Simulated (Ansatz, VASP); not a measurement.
# FeO: VASP beside Ansatz

INCAR

```
SYSTEM = FeO
PREC     = Accurate       ! precision mode
ENCUT    = 520            ! plane-wave cutoff, eV
EDIFF    = 1E-6           ! SCF threshold, eV
ISMEAR   = -1             ! smearing method
SIGMA    = 0.05           ! smearing width, eV
LREAL    = .False.        ! projectors in reciprocal space
LASPH    = .True.         ! aspherical terms in the spheres
NELM     = 150            ! most SCF steps
ALGO     = Normal         ! electronic algorithm
ISIF     = 2              ! what is computed and relaxed
LWAVE    = .False.        ! write WAVECAR
LCHARG   = .True.         ! write CHGCAR
ISPIN    = 2              ! spin polarisation
MAGMOM   = 3 0            ! initial moments
LORBIT   = 11             ! projections on sites
LMAXMIX  = 4              ! l up to which the mixer works
GGA      = PS             ! functional
LELF     = .True.         ! ELF
LVHAR    = .True.       
NBANDS   = 18             ! bands
```

Contents of KPOINTS:

```
regular mesh
0
Gamma
  11 11 11
  0 0 0
```

The input POSCAR:

```
FeO
1.0
    1.5486092669      0.8940899771      2.5689933065
   -1.5486092669      0.8940899771      2.5689933065
    0.0000000000     -1.7881799543      2.5689933065
Fe O
1 1
Direct
    0.0000000000      0.0000000000      0.0000000000
    0.5000000000      0.5000000000      0.5000000000
```

The input input.yaml:

```yaml
crystal:
  lattice:
    - [1.5486092669, 0.8940899771, 2.5689933065]
    - [-1.5486092669, 0.8940899771, 2.5689933065]
    - [0.0, -1.7881799543, 2.5689933065]
  atoms:
    - { symbol: Fe, position: [0.0, 0.0, 0.0], spin: 3.0 }
    - { symbol: O, position: [0.5, 0.5, 0.5] }
hamiltonian:
  xc: pbesol
  pseudopotentials: { kind: paw }
magnetization:
  spin_polarized: true
kpoints:
  mp_grid: { grid: [11, 11, 11] }
scf:
  occupations: { method: fermi_dirac, width: 0.05 }
output:
  forces: true
  stress: true
  eigenvalues: true
```

Alike in both runs: task single point; functional PBEsol; k mesh 11 × 11 × 11; occupations fermi-dirac, width 0.05 eV; collinear spin.

|  | VASP | Ansatz |
| --- | --- | --- |
| version | VASP 6.6.1 | Ansatz 0.2.0 |
| potentials or method | VASP PAW PBE potentials, release 64 (Fe, O) | Ansatz PAW |
| plane-wave cutoff (eV) | 520 | 420 |
| valence electrons in the cell | 14 | 22 |

Ansatz gave:

```
gap on the k mesh at the Fermi level (eV)                     : none
pressure (GPa)                                                : -17.8
traceless stress, the component that is largest in VASP (GPa) : -0.71
net moment per atom (μB)                                      : 2.00
size of the moment on the site where the two differ most (μB) : 3.47
```

**Question.** What did VASP give for the same quantities?

**Answer.** gap on the k mesh at the Fermi level (eV): none; pressure (GPa): -17.8; traceless stress, the component that is largest in VASP (GPa): -0.75; net moment per atom (μB): 2.00; size of the moment on the site where the two differ most (μB): 3.62.

VASP's potentials were made for PBE, not for PBEsol. Site moments also hang on the region over which each program counts them. A gap of «none» marks a metal or a gap that the smearing closes. The functional is the same, so the differences come from potentials, cutoffs and numerics. VASP's potentials hold 14 valence electrons a cell and Ansatz's 22, so a difference there can come from the potentials and not from the codes.
